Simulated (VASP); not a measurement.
Wanted: the native input for a VASP 6.6.1 run.

| Quantity | Value |
| --- | --- |
| Task | single point |
| Functional | LDA |
| Potentials or basis | VASP PAW LDA potentials, release 64 (Si, O) |
| Cutoff | 520 eV |
| k mesh | 6 × 6 × 4 |
| Occupations | gaussian, width 0.02 eV |
| Spin | no spin polarisation |
| Dipole correction | no |
| Further INCAR settings | ALGO = Normal; EDIFF = 1e-06; NBANDS = 34 |

The structure of SiO2 lies in POSCAR:

```
SiO2
1.0
    5.0890853805      0.0000000000      0.0000000000
   -2.5445426903      4.4072772216      0.0000000000
    0.0000000000      0.0000000000      5.4574693075
Si O
3 6
Direct
    0.0000000000      0.5000000000      0.3333333333
    0.5000000000      0.5000000000      0.6666666667
    0.5000000000      0.0000000000      0.0000000000
    0.5825682381      0.7912841191      0.8333333333
    0.7912841191      0.5825682381      0.5000000000
    0.7912841191      0.2087158809      0.1666666667
    0.4174317619      0.2087158809      0.8333333333
    0.2087158809      0.4174317619      0.5000000000
    0.2087158809      0.7912841191      0.1666666667
```

This cell differs from its parent crystal: biaxial strain in the a-b plane: +1.0 %, then relaxed in part.

The input as run:

INCAR

```
PREC = Accurate
ENCUT = 520
EDIFF = 1E-6
ISMEAR = 0
SIGMA = 0.02
LREAL = False
LASPH = True
NELM = 60
ALGO = Normal
ISIF = 2
LWAVE = False
LCHARG = False
GGA = CA
NBANDS = 34
```

KPOINTS

```
regular mesh
0
Gamma
  6 6 4
```

Potentials or basis: VASP PAW LDA potentials, release 64 (Si, O).

The run is started by

```console
$ cat potpaw_LDA.64/Si/POTCAR potpaw_LDA.64/O/POTCAR > POTCAR
$ mpirun -np 1 vasp_std > vasp.out
```

It gave:

| Item | Value |
| --- | --- |
| Pressure | -0.4 GPa |
| Largest force | 0.007 eV/Å |
| Band gap on the k mesh | 5.47 eV, indirect (least direct gap 5.72 eV) |

Caveat: the cell differs from its parent crystal (biaxial strain in the a-b plane: +1.0 %, then relaxed in part).

It took 53 s on 1 thread of AMD EPYC 9R14 (Zen 4), on a shared host, peak memory 0.19 GiB.
